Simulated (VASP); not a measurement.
Set up this calculation in VASP 6.6.1, as the native input.

```
Task                               : single point
Functional                         : PBEsol-based global hybrid with 25 % exact exchange
Potentials or basis                : VASP PAW PBE potentials, release 64 (Cd, S)
Cutoff                             : 520 eV
k mesh                             : 4 × 4 × 4
Occupations                        : fermi-dirac, width 0.05 eV
Spin                               : no spin polarisation
Dipole correction                  : no
Grid for exact exchange (PRECFOCK) : Normal
Share of exact exchange            : 0.25
Further INCAR settings             : ALGO = Normal; EDIFF = 1e-06; NBANDS = 16
```

The system is CdS.

```
Cd S
1.0
     0.00000    2.69815    2.69815
     2.69815    0.00000    2.69815
     2.69815    2.69815    0.00000
Cd S
1 1
Cartesian
  0.0000 0.0000 0.0000
  2.6981 2.6981 2.6981
```

These files were run (other wordings do the same):

POSCAR

```
CdS
1.0
    0.0000000000      2.6981470315      2.6981470315
    2.6981470315      0.0000000000      2.6981470315
    2.6981470315      2.6981470315      0.0000000000
Cd S
1 1
Direct
    0.0000000000      0.0000000000      0.0000000000
    0.5000000000      0.5000000000      0.5000000000
```

INCAR.step1

```
SYSTEM = CdS
ALGO = Normal ; EDIFF = 1E-5
ENCUT = 520 ; GGA = PE
ISIF = 2 ; ISMEAR = -1
LASPH = .True. ; LCHARG = .False.
LREAL = .False. ; LWAVE = .True.
NBANDS = 16 ; NELM = 60
PREC = Accurate ; SIGMA = 0.05
```

INCAR.step2

```
SYSTEM = CdS
AEXX = 0.25 ; ALGO = Normal
EDIFF = 1E-6 ; ENCUT = 520
GGA = PS ; ISIF = 2
ISMEAR = -1 ; ISTART = 1
LASPH = .True. ; LCHARG = .False.
LHFCALC = .True. ; LREAL = .False.
LWAVE = .False. ; NBANDS = 16
NELM = 60 ; PREC = Accurate
PRECFOCK = Normal ; SIGMA = 0.05
```

KPOINTS

```
k-points
0
Gamma
  4 4 4
  0 0 0
```

Potentials or basis: VASP PAW PBE potentials, release 64 (Cd, S).

Run with:

```bash
$ cat potpaw_PBE.64/Cd/POTCAR potpaw_PBE.64/S/POTCAR > POTCAR
$ cp INCAR.step1 INCAR
$ mpirun -np 1 vasp_std > vasp.out
$ cp INCAR.step2 INCAR
$ mpirun -np 1 vasp_std > vasp.out
```

Results of the run:

```
Pressure               : 0.3 GPa
Band gap on the k mesh : 1.83 eV (least direct gap 3.63 eV)
```

Caveat: the k points lie up to 0.50 Å⁻¹ apart; the PAW data sets were made with another functional, which shifts forces and pressure a little.

It used 1200 s of CPU time on 1 thread of AMD EPYC 7R13 Processor (Zen 3) (shared host).
